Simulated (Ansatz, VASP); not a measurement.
NbN in VASP and in Ansatz

```
CELL_PARAMETERS angstrom
0.00000 2.19017 2.19017
2.19017 0.00000 2.19017
2.19017 2.19017 0.00000
ATOMIC_POSITIONS crystal
Nb 0.50000 0.50000 0.50000
N 0.00000 0.00000 0.00000
```

Alike in both runs: functional PBEsol; k mesh 16 × 16 × 16; occupations gaussian, width 0.1 eV; no spin polarisation.

Ansatz relaxed the structure, and its values are those at the end. VASP's run is a single point on that final structure, the one shown.

|  | VASP | Ansatz |
| --- | --- | --- |
| version | VASP 6.6.1 | Ansatz 0.2.0 |
| potentials or method | VASP PAW PBE potentials, release 64 (Nb_sv, N), cutoff 600 eV | scalar-relativistic, plane waves, PAW |
| valence electrons in the cell | 18 | 18 |

VASP gave:

| Item | Value |
| --- | --- |
| gap on the k mesh at the Fermi level (eV) | none |
| pressure (GPa) | -0.7 |

Task: What did Ansatz give for the same quantities?

Result: gap on the k mesh at the Fermi level (eV): none; pressure (GPa): 0.0.

VASP's potentials were made for PBE, not for PBEsol, and Ansatz warns of the same on its side. A gap of «none» marks a metal or a gap that the smearing closes.
